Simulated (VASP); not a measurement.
# WC (Amm2) in VASP: single point with PBEsol

Aim: the single point of WC with PBEsol.

Everything below comes from runs of VASP 6.6.1. Logs are shortened: lines on timing, memory, paths and dates and some standing lists are left out, and cuts for length are marked.

## 1. The cell of the first run

It takes space group Amm2 (No. 38, orthorhombic). The conventional cell has a = 2.828 Å, b = 2.898 Å, c = 5.020 Å, α = 90.00°, β = 90.00°, γ = 90.00°. W (site symmetry mm2) has 6 C at 2.15 to 2.27 Å and 8 W at 2.83 to 2.90 Å within 2.9 Å. Within 2.9 Å of C (site symmetry mm2) lie 6 W at 2.15 to 2.27 Å and 8 C at 2.83 to 2.90 Å.

## 2. Single point, PBEsol (atoms displaced along a vibrational mode)

The input, INCAR:

```
SYSTEM = WC
PREC = Accurate
ENCUT = 520
EDIFF = 1E-7
ISMEAR = 0
SIGMA = 0.15
LREAL = .False.
LASPH = .True.
NELM = 60
ALGO = Normal
ISIF = 2
LWAVE = .False.
LCHARG = .False.
GGA = PS
NBANDS = 16
```

The input, KPOINTS:

```
regular mesh
0
Gamma
  24 24 22
  0 0 0
```

The input, POSCAR:

```
WC
1.0
    2.8984136670      0.0000000000      0.0000000000
   -1.4492068335      2.5100998663      0.0000000000
    0.0000000000      0.0000000000      2.8276119036
W C
1 1
Direct
    0.0013014220      0.0026028441      0.0000000000
    0.6467471405      0.2934942810      0.5000000000
```

Potentials or basis: VASP PAW PBE potentials, release 64 (W_sv, C).

Launch:

```console
$ cat potpaw_PBE.64/W_sv/POTCAR potpaw_PBE.64/C/POTCAR > POTCAR
$ mpirun -np 1 vasp_std > vasp.out
```

OUTCAR:

```text
SYSTEM = WC
   PREC = Accurate
   ENCUT = 520
   EDIFF = 1E-7
   ISMEAR = 0
   LREAL = .False.
   LASPH = .True.
   NELM = 60
   ISIF = 2
   GGA = PS

 ion  position               nearest neighbor table
   1  0.001  0.003  0.000-   2 2.15   2 2.15   2 2.15   2 2.15   2 2.27   2 2.27
   2  0.647  0.293  0.500-   1 2.15   1 2.15   1 2.15   1 2.15   1 2.27   1 2.27

  LATTYP: Found a hexagonal cell.
 ALAT       =     2.8984136670
 C/A-ratio  =     0.9755722366

  Lattice vectors:

 A1 = (   2.8984136670,   0.0000000000,   0.0000000000)
 A2 = (  -1.4492068335,   2.5100998663,   0.0000000000)
 A3 = (   0.0000000000,   0.0000000000,   2.8276119036)

Analysis of symmetry for initial positions (statically):
=====================================================================
 Subroutine PRICEL returns:
 Original cell was already a primitive cell.

 Routine SETGRP: Setting up the symmetry group for a
 hexagonal supercell.

 Subroutine GETGRP returns: Found  4 space group operations
 (whereof  4 operations were pure point group operations)
 out of a pool of 24 trial point group operations.

The static configuration has the point symmetry C_2v.

Analysis of symmetry for dynamics (positions and initial velocities):
=====================================================================
 Subroutine PRICEL returns:
 Original cell was already a primitive cell.

 Routine SETGRP: Setting up the symmetry group for a
 hexagonal supercell.

 Subroutine GETGRP returns: Found  4 space group operations
 (whereof  4 operations were pure point group operations)
 out of a pool of 24 trial point group operations.

The dynamic configuration has the point symmetry C_2v.

 Subroutine INISYM returns: Found  4 space group operations
 (whereof  4 operations are pure point group operations),
 and found     1 'primitive' translations

----------------------------------------------------------------------------------------

                                     Primitive cell

  volume of cell :      20.5717

  direct lattice vectors                    reciprocal lattice vectors
     2.898413667  0.000000000  0.000000000     0.345016314  0.199195262  0.000000000
    -1.449206833  2.510099866  0.000000000     0.000000000  0.398390524  0.000000000
     0.000000000  0.000000000  2.827611904     0.000000000  0.000000000  0.353655323

  length of vectors
     2.898413667  2.898413667  2.827611904     0.398390524  0.398390524  0.353655323

  position of ions in fractional coordinates (direct lattice)
     0.001301422  0.002602844  0.000000000
     0.646747140  0.293494281  0.500000000

  ion indices of the primitive-cell ions
   primitive index   ion index
                 1           1
                 2           2

----------------------------------------------------------------------------------------

 KPOINTS: regular mesh

Automatic generation of k-mesh.
 Grid dimensions read from file:
 generate k-points for:   24   24   22

 Generating k-lattice:

  Cartesian coordinates                     Fractional coordinates (reciprocal lattice)
     0.014375680  0.008299803  0.000000000     0.041666667  0.000000000  0.000000000
     0.000000000  0.016599605  0.000000000     0.000000000  0.041666667  0.000000000
     0.000000000  0.000000000  0.016075242     0.000000000  0.000000000  0.045454545

  Length of vectors
     0.016599605  0.016599605  0.016075242

  Shift w.r.t. Gamma in fractional coordinates (k-lattice)
     0.000000000  0.000000000  0.000000000

 Subroutine IBZKPT returns following result:
 ===========================================

 Found   1884 irreducible k-points:

 Following reciprocal coordinates:
            Coordinates               Weight
  0.000000  0.000000  0.000000      1.000000
  0.041667 -0.000000  0.000000      4.000000
  0.000000  0.041667  0.000000      2.000000
  0.083333  0.000000  0.000000      4.000000
  0.000000  0.083333  0.000000      2.000000
  0.125000  0.000000  0.000000      4.000000
[... 16 lines left out ...]
  0.000000  0.458333  0.000000      2.000000
  0.500000  0.000000  0.000000      2.000000
 [... further k-points ...]
   k-points           NKPTS =   1884   k-points in BZ     NKDIM =   1884   number of bands    NBANDS=     16
   number of dos      NEDOS =    301   number of ions     NIONS =      2
   total plane-waves  NPLWV =  13824
   dimension x,y,z NGX =    24 NGY =   24 NGZ =   24
   dimension x,y,z NGXF=    48 NGYF=   48 NGZF=   48
   ions per type =               1   1
   NGX,Y,Z   is equivalent  to a cutoff of  13.77, 13.77, 14.11 a.u.
   NGXF,Y,Z  is equivalent  to a cutoff of  27.53, 27.53, 28.22 a.u.
 SYSTEM =  WC
   PREC   = accura    normal or accurate (medium, high low for compatibility)
   ISTART =      0    job   : 0-new  1-cont  2-samecut
   ICHARG =      2    charge: 1-file 2-atom 10-const
   ISPIN  =      1    spin polarized calculation?
   LNONCOLLINEAR =      F non collinear calculations
   LSORBIT =      F    spin-orbit coupling
   LASPH  =      T    aspherical Exc in radial PAW
   ENCUT  =  520.0 eV  38.22 Ry    6.18 a.u.   5.39  5.39  5.26*2*pi/ulx,y,z
   NELM   =     60;   NELMIN=  2; NELMDL= -5     # of ELM steps
   EDIFF  = 0.1E-06   stopping-criterion for ELM
   LREAL  =      F    real-space projection
   EDIFFG = 0.1E-05   stopping-criterion for IOM
   NSW    =      0    number of steps for IOM
   IBRION =     -1    ionic relax: 0-MD 1-quasi-New 2-CG
   NFREE  =      0    steps in history (QN), initial steepest desc. (CG)
   ISIF   =      2    stress and relaxation
   ISYM   =      2    0-nonsym 1-usesym 2-fastsym
   POTIM  = 0.5000    time-step for ionic-motion
   TEBEG  =    0.0;   TEEND  =   0.0 temperature during run
   PSTRESS=    0.0 pullay stress
   NELECT =      18.0000    total number of electrons
   NUPDOWN=      -1.0000    fix difference up-down
   EMIN   =  10.00;   EMAX   =-10.00  energy-range for DOS
   EFERMI =   0.00;   METHOD = LEGACY
   ISMEAR =     0;   SIGMA  =   0.15  broadening in eV -4-tet -1-fermi 0-gaus
   EFERMI_NEDOS =   21; number of points for ismear=-14 and -15
   IALGO  =     38    algorithm
   IMIX   =      4    mixing-type and parameters
     AMIX     =   0.40;   BMIX     =  1.00
     AMIX_MAG =   1.60;   BMIX_MAG =  1.00
  volume/ion in A,a.u.               =      10.29        69.41
  Fermi-wavevector in a.u.,A,eV,Ry     =   1.565820  2.958971 33.358675  2.451793
  Thomas-Fermi vector in A             =   2.668240
   LORBIT       =      0    0 simple, 1 ext, 2 COOP (PROOUT), +10 PAW based schemes
   GGA     = PS    functional components
   LHFCALC =     F    Hartree Fock is set to
   AEXX    =    0.0000 exact exchange contribution
   IVDW    =     0    specifies the selected vdW correction
   LEPSILON=     F    determine dielectric tensor
   LRPA    =     F    only Hartree local field effects (RPA)
 non-spin polarized calculation
 Gauss-broadening in eV      SIGMA  =   0.15
  energy-cutoff  :      520.00
  volume of cell :       20.57
 maximum number of plane-waves:       580
 NGX is ok and might be reduce to    24
   NGX = 11   NGY = 11   NGZ = 11

 number of electron      18.0000001 magnetization

 Free energy of the ion-electron system (eV)
  ---------------------------------------------------
  ext. energy  EPLUGINS =         0.00000000
  ---------------------------------------------------
  free energy    TOTEN  =       -23.81474023 eV

  energy without entropy =      -23.81165487  energy(sigma->0) =      -23.81319755

 E-fermi :  11.0890     XC(G=0): -13.9735

 val. band max:       11.0866013143   @ k =  -0.0417   0.1250   0.3182
 cond. band min:      11.0955574134   @ k =   0.0000   0.1250   0.3182
 fundamental gap:      0.0089560991
 Fermi energy:        11.0890113549

 k-point     1 :       0.0000    0.0000    0.0000
  band No.  band energies     occupation
      1     -62.8503      2.00000
      2     -26.8451      2.00000
      3     -26.7332      2.00000
      4     -26.7331      2.00000
      5      -3.4419      2.00000
      6       6.6181      2.00000
[... 8 lines left out ...]
     15      25.4197      0.00000
     16      27.2313      0.00000

 k-point     2 :       0.0417   -0.0000    0.0000
  band No.  band energies     occupation
      1     -62.8493      2.00000
      2     -26.8431      2.00000
      3     -26.7485      2.00000
      4     -26.7367      2.00000
      5      -3.3941      2.00000
      6       6.6337      2.00000
[... 8 lines left out ...]
     15      25.3456      0.00000
     16      27.3391      0.00000

 k-point     3 :       0.0000    0.0417    0.0000
  band No.  band energies     occupation
      1     -62.8493      2.00000
      2     -26.8432      2.00000
      3     -26.7483      2.00000
      4     -26.7365      2.00000
      5      -3.3970      2.00000
      6       6.6421      2.00000
[... 8 lines left out ...]
     15      25.1893      0.00000
     16      27.5679      0.00000

 k-point     4 :       0.0833    0.0000    0.0000
  band No.  band energies     occupation
      1     -62.8463      2.00000
      2     -26.8372      2.00000
      3     -26.7934      2.00000
      4     -26.7468      2.00000
      5      -3.2526      2.00000
      6       6.6525      2.00000
[... 8 lines left out ...]
     15      25.1850      0.00000
     16      27.6376      0.00000

 k-point     5 :       0.0000    0.0833    0.0000
  band No.  band energies     occupation
      1     -62.8463      2.00000
      2     -26.8376      2.00000
      3     -26.7923      2.00000
      4     -26.7465      2.00000
      5      -3.2645      2.00000
      6       6.6903      2.00000
[... 8 lines left out ...]
     15      24.7756      0.00000
     16      28.2798      0.00000

 k-point     6 :       0.1250    0.0000    0.0000
  band No.  band energies     occupation
      1     -62.8414      2.00000
      2     -26.8642      2.00000
      3     -26.8279      2.00000
      4     -26.7628      2.00000
      5      -3.0235      2.00000
      6       6.5673      2.00000
[... 8 lines left out ...]
     15      25.0411      0.00000
     16      28.0830      0.00000

 k-point     7 :       0.0000    0.1250    0.0000
  band No.  band energies     occupation
      1     -62.8415      2.00000
      2     -26.8617      2.00000
      3     -26.8288      2.00000
      4     -26.7623      2.00000
      5      -3.0506      2.00000
      6       6.6357      2.00000
[... 8 lines left out ...]
     15      24.4206      0.00000
     16      29.0627      0.00000

 k-point     8 :       0.1667    0.0000    0.0000
  band No.  band energies     occupation
      1     -62.8351      2.00000
      2     -26.9553      2.00000
      3     -26.8158      2.00000
      4     -26.7836      2.00000
      5      -2.7164      2.00000
      6       6.2835      2.00000
[... 8 lines left out ...]
     15      24.9915      0.00000
     16      28.6157      0.00000

 k-point     9 :       0.0000    0.1667    0.0000
  band No.  band energies     occupation
      1     -62.8352      2.00000
      2     -26.9511      2.00000
      3     -26.8172      2.00000
      4     -26.7829      2.00000
      5      -2.7659      2.00000
      6       6.3459      2.00000
[... 8 lines left out ...]
     15      24.2082      0.00000
     16      29.7188      0.00000
[... 172 lines left out ...]
 k-point    19 :       0.0000    0.3750    0.0000
  band No.  band energies     occupation
      1     -62.7985      2.00000
      2     -27.4507      2.00000
      3     -26.9011      2.00000
      4     -26.7493      2.00000
      5      -0.8903      2.00000
      6       4.6278      2.00000
[... 8 lines left out ...]
     15      25.4088      0.00000
     16      27.8228      0.00000

 k-point    20 :       0.4167    0.0000    0.0000
  band No.  band energies     occupation
      1     -62.7932      2.00000
      2     -27.5285      2.00000
      3     -26.9189      2.00000
      4     -26.7348      2.00000
      5      -0.2128      2.00000
      6       4.0398      2.00000
[... 8 lines left out ...]
     15      24.6660      0.00000
     16      28.5588      0.00000

 k-point    21 :       0.0000    0.4167    0.0000
  band No.  band energies     occupation
      1     -62.7936      2.00000
      2     -27.5139      2.00000
      3     -26.9164      2.00000
      4     -26.7402      2.00000
      5      -0.5986      2.00000
      6       4.4491      2.00000
[... 8 lines left out ...]
     15      24.7289      0.00000
     16      28.2862      0.00000

 k-point    22 :       0.4583    0.0000    0.0000
  band No.  band energies     occupation
      1     -62.7901      2.00000
      2     -27.5687      2.00000
      3     -26.9286      2.00000
      4     -26.7288      2.00000
      5       0.0433      2.00000
      6       3.8559      2.00000
[... 8 lines left out ...]
     15      24.0404      0.00000
     16      28.9613      0.00000

 k-point    23 :       0.0000    0.4583    0.0000
  band No.  band energies     occupation
      1     -62.7906      2.00000
      2     -27.5534      2.00000
      3     -26.9261      2.00000
      4     -26.7346      2.00000
      5      -0.4066      2.00000
      6       4.3428      2.00000
[... 8 lines left out ...]
     15      24.1376      0.00000
     16      28.7536      0.00000

 k-point    24 :       0.5000    0.0000    0.0000
  band No.  band energies     occupation
      1     -62.7890      2.00000
      2     -27.5823      2.00000
      3     -26.9319      2.00000
      4     -26.7268      2.00000
      5       0.1363      2.00000
      6       3.7897      2.00000
[... 8 lines left out ...]
     15      23.8218      0.00000
     16      29.0926      0.00000

 [... further k-points ...]

------------------------ aborting loop because EDIFF is reached ----------------------------------------

  FORCE on cell =-STRESS in cart. coord.  units (eV):
  Direction    XX          YY          ZZ          XY          YZ          ZX
  --------------------------------------------------------------------------------------
  -------------------------------------------------------------------------------------
  Total        0.9155688     -0.2740224      0.5253662      0.0000000      0.0000000      0.0000000
  in kB       71.3067112    -21.3415227     40.9167889      0.0000000      0.0000000      0.0000000
  external PRESSURE =      30.2939925 kB  Pullay stress =       0.0000000 kB

 VOLUME and BASIS-vectors are now :
 -----------------------------------------------------------------------------
  energy-cutoff  :      520.00
  volume of cell :       20.57
      direct lattice vectors                 reciprocal lattice vectors
     2.898413667  0.000000000  0.000000000     0.345016314  0.199195262  0.000000000
    -1.449206833  2.510099866  0.000000000     0.000000000  0.398390524  0.000000000
     0.000000000  0.000000000  2.827611904     0.000000000  0.000000000  0.353655323

 POSITION                                       TOTAL-FORCE (eV/Angst)
 -----------------------------------------------------------------------------------
     -0.00000      0.00653      0.00000         0.000000     -1.575256      0.000000
      1.44921      0.73670      1.41381         0.000000      1.575256      0.000000
 -----------------------------------------------------------------------------------
    total drift:                               -0.000000     -0.000030     -0.000000

  FREE ENERGIE OF THE ION-ELECTRON SYSTEM (eV)
  ---------------------------------------------------
  free  energy   TOTEN  =       -23.8147402273 eV

  energy  without entropy=      -23.8116548724  energy(sigma->0) =      -23.81319755
```

It took 22 min on 1 thread of AMD EPYC, shared host; peak memory 0.64 GiB.

What came out:

```yaml
Free_energy: -23.8147 eV
Pressure: 3.0 GPa
Largest_force: 1.575 eV/Å
Band_gap_on_the_k_mesh: zero (bands 9 and 10 overlap by 1.30 eV)
```

Forces in eV/Å, atoms in the order of the input:
```
W    0.000 -1.575  0.000
C    0.000  1.575  0.000
```

Stress tensor (GPa, compression positive):
```
 7.13  0.00  0.00
 0.00 -2.13  0.00
 0.00  0.00  4.09
```

Caveat: the cell differs from its parent crystal (atoms displaced along a vibrational mode); the stress differs along the axes, from -2 to 7 GPa; the PAW data sets were made with another functional, which shifts forces and pressure a little; spin-orbit coupling is left out, which moves the levels of the heavy elements.
